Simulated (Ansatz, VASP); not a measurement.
## Two plane-wave programs on GaP

File INCAR:

```
ALGO = Normal ; EDIFF = 1E-6
EDIFFG = -0.005 ; ENCUT = 600
GGA = CA ; IBRION = 2
ISIF = 3 ; ISMEAR = 0
LASPH = True ; LCHARG = False
LREAL = False ; LWAVE = False
NELM = 60 ; NSW = 80
PREC = Accurate ; SIGMA = 0.01
```

Contents of KPOINTS:

```
k-points
0
Gamma
  8 8 8
```

File POSCAR:

```
GaP
1.0
    0.0000000000      2.7250000000      2.7250000000
    2.7250000000      0.0000000000      2.7250000000
    2.7250000000      2.7250000000      0.0000000000
Ga P
1 1
Direct
    0.0000000000      0.0000000000      0.0000000000
    0.2500000000      0.2500000000      0.2500000000
```

Input for Ansatz:

```yaml
crystal:
  lattice:
    - [0.0, 2.725, 2.725]
    - [2.725, 0.0, 2.725]
    - [2.725, 2.725, 0.0]
  atoms:
    - { symbol: Ga, position: [0.0, 0.0, 0.0] }
    - { symbol: P, position: [0.25, 0.25, 0.25] }
scf:
  occupations: { method: gaussian, width: 0.01 }
output:
  forces: true
  stress: true
  eigenvalues: true
  write_density: true
  write_potential: true
  elf: true
  volumetric_format: npy
hamiltonian:
  xc: lda
relax:
  f_tol: 0.005
  max_steps: 60
  cell: { stress_tol: 0.03 }
kpoints:
  mp_grid: { grid: [8, 8, 8] }
```

Alike in both runs: task relaxation of cell and atoms; functional LDA; k mesh 8 × 8 × 8; occupations gaussian, width 0.01 eV; no spin polarisation.

|  | VASP | Ansatz |
| --- | --- | --- |
| version | VASP 6.6.1 | Ansatz 0.2.0 |
| potentials or method | VASP PAW LDA potentials, release 64 (Ga_d, P) | scalar-relativistic, plane waves, PAW |
| plane-wave cutoff (eV) | 600 | 420 |
| valence electrons in the cell | 18 | 18 |

```csv
,VASP,Ansatz,Ansatz less VASP
"gap on the k mesh at the Fermi level, each at its own relaxed structure (eV)",1.43,1.43,-0.001
relaxed volume (Å³/atom),19.61,19.59,-0.021
relaxed cell length with the largest relative difference (Å),3.814,3.812,-0.0013
```

LDA's correlation is that of Perdew and Zunger in VASP and of Perdew and Wang (1992) in Ansatz.
